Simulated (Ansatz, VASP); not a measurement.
One calculation of Be7Br, two programs

```xyz
8
Lattice="-2.7801 2.7801 2.7801 2.7801 -2.7801 2.7801 2.7801 2.7801 -2.7801" Properties=species:S:1:pos:R:3 pbc="T T T"
Be    2.7801    0.0000    0.0000
Be    0.0000    0.0000    2.7801
Be    0.0000    2.7801    0.0000
Be    1.3901    1.3901   -1.3901
Be    1.3901   -1.3901    1.3901
Be   -1.3901    1.3901    1.3901
Be    1.3901    1.3901    1.3901
Br    0.0000    0.0000    0.0000
```

Change from the starting cell: species swapped into the Fe7Co type (Im-3m, No. 229).

Alike in both runs: functional PBE; k mesh 10 × 10 × 10; occupations gaussian, width 0.1 eV; no spin polarisation.

Ansatz relaxed the structure, and its values are those at the end. VASP's run is a single point on that final structure, the one shown.

|  | VASP | Ansatz |
| --- | --- | --- |
| version | VASP 6.6.1 | Ansatz 0.2.0 |
| potentials or method | VASP PAW PBE potentials, release 64 (Be, Br), cutoff 520 eV | scalar-relativistic, plane waves, PAW |
| valence electrons in the cell | 21 | 21 |

|  | VASP | Ansatz | Ansatz less VASP |
| --- | --- | --- | --- |
| gap on the k mesh at the Fermi level (eV) | none | none | - |
| pressure (GPa) | 0.0 | 0.0 | -0.04 |

A gap of «none» marks a metal or a gap that the smearing closes.
